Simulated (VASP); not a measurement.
# TePb: electric field gradients with PBE-based screened hybrid with 25 % exact exchange

TePb:

```
CELL_PARAMETERS angstrom
4.00229 0.00000 0.00000
0.00000 4.00229 0.00000
0.00000 0.00000 4.00229
ATOMIC_POSITIONS crystal
Pb 0.00000 0.00000 0.00000
Te 0.50000 0.50000 0.50000
```

- Program: VASP 6.6.1
- Task: electric field gradients
- Functional: PBE-based screened hybrid with 25 % exact exchange
- Potentials or basis: VASP PAW PBE potentials, release 64 (Pb_d, Te)
- Cutoff: 520 eV
- k mesh: 4 × 4 × 4
- Occupations: methfessel-paxton, width 0.1 eV
- Spin: non-collinear spin, zero start, spin-orbit coupling
- Starting moments: [[0.0, 0.0, 0.0], [0.0, 0.0, 0.0]] μB
- Dipole correction: no
- Grid for exact exchange (PRECFOCK): Normal
- Share of exact exchange: 0.25
- Further INCAR settings: ALGO = Normal; EDIFF = 1e-08; NBANDS = 32
- Screening parameter: 0.3 1/Å

```yaml
Pressure: -0.1 GPa
Net_moment: 0.00 μB per cell
Largest_electric_field_gradient_by_atom: zero within the noise of the run
Valence_electrons_inside_the_program's_atomic_spheres: Pb 11.83; Te 3.46
```

Moments on the atoms (μB; x, y, z):
```
Pb  0.00 0.00 0.00
Te  0.00 0.00 0.00
```

Wall time 85 min on 1 thread of AMD EPYC 7R13 Processor (Zen 3) (shared host), peak memory 0.39 GiB.

Caveat: the k points lie up to 0.39 Å⁻¹ apart; the PAW data sets were made with another functional, which shifts forces and pressure a little.
